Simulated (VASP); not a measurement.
Input of a VASP 6.6.1 run:

INCAR

```
SYSTEM = Pt
ALGO     = Fast           ! electronic algorithm
DIPOL    = 0.5 0.5 0.500
EDIFF    = 1E-6           ! SCF threshold, eV
ENCUT    = 520            ! plane-wave cutoff, eV
GGA      = PE             ! functional
IDIPOL   = 3            
ISIF     = 2              ! what is computed and relaxed
ISMEAR   = 0              ! smearing method
LASPH    = .True.         ! aspherical terms in the spheres
LCHARG   = .False.        ! write CHGCAR
LDIPOL   = .True.       
LREAL    = .False.        ! projectors in reciprocal space
LWAVE    = .False.        ! write WAVECAR
NBANDS   = 50             ! bands
NELM     = 80             ! most SCF steps
PREC     = Accurate       ! precision mode
SIGMA    = 0.1            ! smearing width, eV
```

Contents of KPOINTS:

```
k-points
0
Gamma
  12 9 1
  0 0 0
```

The input POSCAR:

```
Pt
1.0
    2.8072933488      0.0000000000      0.0000000000
    0.0000000000      3.9701123274      0.0000000000
    0.0000000000      0.0000000000     24.8255267207
Pt
8
Direct
    0.5000000000      0.5000000000      0.3073756418
    0.0000000000      0.0000000000      0.3552437336
    0.5000000000      0.5000000000      0.4161697936
    0.0000000000      0.0000000000      0.4717681783
    0.5000000000      0.5000000000      0.5282317637
    0.0000000000      0.0000000000      0.5838301729
    0.5000000000      0.5000000000      0.6447562004
    0.0000000000      0.0000000000      0.6926245157
```

Potentials or basis: VASP PAW PBE potentials, release 64 (Pt).

Launch:

```sh
$ cat potpaw_PBE.64/Pt/POTCAR > POTCAR
$ mpirun -np 1 vasp_std > vasp.out
```

Estimate the largest force.

0.038 eV/Å.

What does it give for the band gap on the k mesh?

Zero (bands 40 and 41 overlap by 0.74 eV).

Forces on the atoms (eV/Å):
```
Pt   0.000  0.000  0.038
Pt   0.000  0.000 -0.003
Pt   0.000  0.000 -0.005
Pt   0.000  0.000  0.018
Pt   0.000  0.000 -0.018
Pt   0.000  0.000  0.005
Pt   0.000  0.000  0.003
Pt   0.000  0.000 -0.038
```

Caveat: spin-orbit coupling is left out, which moves the levels of the heavy elements.
